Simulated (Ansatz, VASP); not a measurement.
**WS2: VASP beside Ansatz**

Contents of INCAR:

```
SYSTEM = WS2
PREC = Accurate
ENCUT = 520
EDIFF = 1E-6
ISMEAR = 0
SIGMA = 0.1
LREAL = .False.
LASPH = .True.
NELM = 150
ALGO = Normal
ISIF = 2
LWAVE = .False.
LCHARG = .False.
ISPIN = 2
MAGMOM = 0.42 0.42 0.02 0.02 0.02 0
LORBIT = 11
LMAXMIX = 4
GGA = PE
NBANDS = 39
```

File KPOINTS:

```
Automatic mesh
0
Gamma
  6 6 4
  0 0 0
```

Contents of POSCAR:

```
WS2
1.0
    4.4770583100      0.0000000000      0.0000000000
   -2.2385291500      3.8772462300      0.0000000000
    0.0000000000      0.0000000000      7.1111484200
W S
2 4
Direct
    0.0000000000      0.0000000000      0.7851647800
    0.0000000000      0.0000000000      0.2148352200
    0.6183301300      0.0000000000      0.0000000000
    0.0000000000      0.6183301300      0.0000000000
    0.3816698700      0.3816698700      0.0000000000
    0.0000000000      0.0000000000      0.5000000000
```

Input for Ansatz:

```yaml
crystal:
  lattice:
    - [4.47705831, 0.0, 0.0]
    - [-2.23852915, 3.87724623, 0.0]
    - [0.0, 0.0, 7.11114842]
  atoms:
    - { symbol: W, position: [0.0, 0.0, 0.78516478] }
    - { symbol: W, position: [0.0, 0.0, 0.21483522] }
    - { symbol: S, position: [0.61833013, 0.0, 0.0] }
    - { symbol: S, position: [0.0, 0.61833013, 0.0] }
    - { symbol: S, position: [0.38166987, 0.38166987, 0.0] }
    - { symbol: S, position: [0.0, 0.0, 0.5] }
basis:
  ecutwfc: 420
kpoints:
  mp_grid: { grid: [6, 6, 4] }
hamiltonian:
  xc: pbe
scf:
  occupations: { method: gaussian, width: 0.1 }
  lower_state_search: "off"
output:
  forces: true
  stress: true
  eigenvalues: true
  populations: true
magnetization:
  spin_polarized: true
```

Alike in both runs: task single point; functional PBE; k mesh 6 × 6 × 4; occupations gaussian, width 0.1 eV; collinear spin.

```csv
,VASP,Ansatz
version,VASP 6.6.1,Ansatz 0.2.0
potentials or method,"VASP PAW PBE potentials, release 64 (W_sv, S), cutoff 520 eV","scalar-relativistic, plane waves, PAW"
valence electrons in the cell,52,52
```

```tsv
	VASP	Ansatz	Ansatz less VASP
gap on the k mesh at the Fermi level (eV)	none	none	-
pressure (GPa)	27.6	27.6	0.00
traceless stress, the component that is largest in VASP (GPa)	10.38	10.45	+0.071
rms of the force components (eV/Å)	1.987	2.006	+0.0191
net moment per atom (μB)	0.33	0.33	+0.001
size of the moment on the site where the two differ most (μB)	0.71	0.38	-0.335
```

Site moments also hang on the region over which each program counts them. Atom by atom the forces differ by 0.019 eV/Å (rms over components). A gap of «none» marks a metal or a gap that the smearing closes. Ansatz's warnings: no starting moments.

Spin-orbit coupling is off throughout.
